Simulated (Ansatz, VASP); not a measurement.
InSb in VASP and in Ansatz

```
In Sb
1.0
     0.00000    3.28391    3.28391
     3.28391    0.00000    3.28391
     3.28391    3.28391    0.00000
In Sb
1 1
Direct
  0.00000 0.00000 0.00000
  0.25000 0.25000 0.25000
```

Alike in both runs: task single point; functional PBE; k mesh 12 × 12 × 12; occupations gaussian, width 0.1 eV; no spin polarisation.

|  | VASP | Ansatz |
| --- | --- | --- |
| version | VASP 6.6.1 | Ansatz 0.2.0 |
| potentials or method | VASP PAW PBE potentials, release 64 (In_d, Sb), cutoff 520 eV | scalar-relativistic, plane waves, PAW |
| valence electrons in the cell | 18 | 28 |

|  | VASP | Ansatz | Ansatz less VASP |
| --- | --- | --- | --- |
| gap on the k mesh at the Fermi level (eV) | none | none | - |
| pressure (GPa) | 1.2 | 1.2 | +0.03 |

A gap of «none» marks a metal or a gap that the smearing closes. With one functional, cell and mesh, what is left measures potentials, basis and numerics. VASP's potentials hold 18 valence electrons a cell and Ansatz's 28, so a difference there can come from the potentials and not from the codes.

Neither program's run includes spin-orbit coupling.
